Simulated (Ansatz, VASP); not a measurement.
KTaO3 in VASP and in Ansatz

INCAR

```
  AGGAC = 1.0
  AGGAX = 1.0
  ALDAC = 0.0
  ALDAX = 1.0
  ALGO = Normal
  EDIFF = 1E-6
  EDIFFG = -0.01
  ENCUT = 600
  GGA = B5
  IBRION = 2
  ISIF = 3
  ISMEAR = -1
  LASPH = T
  LCHARG = F
  LREAL = F
  LWAVE = F
  NELM = 100
  NSW = 60
  PREC = Accurate
  SIGMA = 0.05
```

KPOINTS

```
k-points
0
Gamma
  7 7 7
```

The input POSCAR:

```
KTaO3
1.0
    3.9883000000      0.0000000000      0.0000000000
    0.0000000000      3.9883000000      0.0000000000
    0.0000000000      0.0000000000      3.9883000000
Ta K O
1 1 3
Direct
    0.0000000000      0.0000000000      0.0000000000
    0.5000000000      0.5000000000      0.5000000000
    0.0000000000      0.0000000000      0.5000000000
    0.0000000000      0.5000000000      0.0000000000
    0.5000000000      0.0000000000      0.0000000000
```

input.yaml

```yaml
crystal:
  lattice:
    - [3.9883, 0.0, 0.0]
    - [0.0, 3.9883, 0.0]
    - [0.0, 0.0, 3.9883]
  atoms:
    - { symbol: Ta, position: [0.0, 0.0, 0.0] }
    - { symbol: K, position: [0.5, 0.5, 0.5] }
    - { symbol: O, position: [0.0, 0.0, 0.5] }
    - { symbol: O, position: [0.0, 0.5, 0.0] }
    - { symbol: O, position: [0.5, 0.0, 0.0] }
hamiltonian:
  xc: blyp
  pseudopotentials: { kind: paw }
kpoints:
  mp_grid: { grid: [7, 7, 7] }
scf:
  occupations: { method: fermi_dirac, width: 0.05 }
output:
  forces: true
  stress: true
relax:
  f_tol: 0.01
  max_steps: 40
  cell: { stress_tol: 0.05 }
```

Alike in both runs: task relaxation of cell and atoms; functional BLYP; k mesh 7 × 7 × 7; occupations fermi-dirac, width 0.05 eV; no spin polarisation.

|  | VASP | Ansatz |
| --- | --- | --- |
| version | VASP 6.6.1 | Ansatz 0.2.0 |
| potentials or method | VASP PAW PBE potentials, release 64 (Ta_pv, K_sv, O) | Ansatz PAW |
| plane-wave cutoff (eV) | 600 | 420 |
| valence electrons in the cell | 38 | 40 |

Ansatz gave:

| Item | Value |
| --- | --- |
| relaxed volume (Å³/atom) | 13.35 |
| relaxed length of the cell vector where the two differ most in proportion (Å) | 4.056 |

Q: Estimate VASP's values.

A: Relaxed volume (Å³/atom): 13.43; relaxed length of the cell vector where the two differ most in proportion (Å): 4.064.

VASP's potentials were made for PBE, not for BLYP. VASP's potentials hold 38 valence electrons a cell and Ansatz's 40, so a difference there can come from the potentials and not from the codes.

Neither program's run includes spin-orbit coupling. Noted on Ansatz's run: odd divisions of the mesh miss points on the zone boundary, where band edges often lie, so the gap on the mesh can be too wide; the plane-wave basis is chosen anew once the cell has moved, so the energies of steps on either side of that aren't comparable.
